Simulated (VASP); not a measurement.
Here is a VASP 6.6.1 calculation.

INCAR

```
SYSTEM = Bi
PREC     = Accurate       ! precision mode
ENCUT    = 520            ! plane-wave cutoff, eV
EDIFF    = 1E-6           ! SCF threshold, eV
ISMEAR   = 0              ! smearing method
SIGMA    = 0.02           ! smearing width, eV
LREAL    = .FALSE.        ! projectors in reciprocal space
LASPH    = .TRUE.         ! aspherical terms in the spheres
NELM     = 80             ! most SCF steps
ALGO     = Normal         ! electronic algorithm
ISIF     = 2              ! what is computed and relaxed
LWAVE    = .FALSE.        ! write WAVECAR
LCHARG   = .TRUE.         ! write CHGCAR
LDIPOL   = .TRUE.       
IDIPOL   = 3            
DIPOL    = 0.5 0.5 0.500
GGA      = PE             ! functional
LELF     = .TRUE.         ! ELF
LVHAR    = .TRUE.       
LVACPOTAV= .TRUE.       
NBANDS   = 22             ! bands
```

The input KPOINTS:

```
regular mesh
0
G
  9 9 1
  0 0 0
```

The input POSCAR:

```
Bi
1.0
    4.0700000000      0.0000000000      0.0000000000
   -2.0350000000      3.5247233934      0.0000000000
    0.0000000000      0.0000000000     28.0000000000
Bi
2
Direct
    0.3333333333      0.6666666667      0.5462142857
    0.6666666667      0.3333333333      0.4537857143
```

Potentials or basis: VASP PAW PBE potentials, release 64 (Bi_d).

The run is started by

```sh
$ cat potpaw_PBE.64/Bi_d/POTCAR > POTCAR
$ mpirun -np 1 vasp_std > vasp.out
```

Problem. What does it give for the largest force?

Solution. 1.404 eV/Å.

Problem. Estimate the band gap on the k mesh.

Solution. Zero (band 15 reaches -0.65 eV, above the bottom of band 16 at -2.64 eV).

Forces in eV/Å, atoms in the order of the input:
```
Bi   0.000  0.000 -1.404
Bi   0.000  0.000  1.404
```

Caveat: spin-orbit coupling is left out, which moves the levels of the heavy elements.
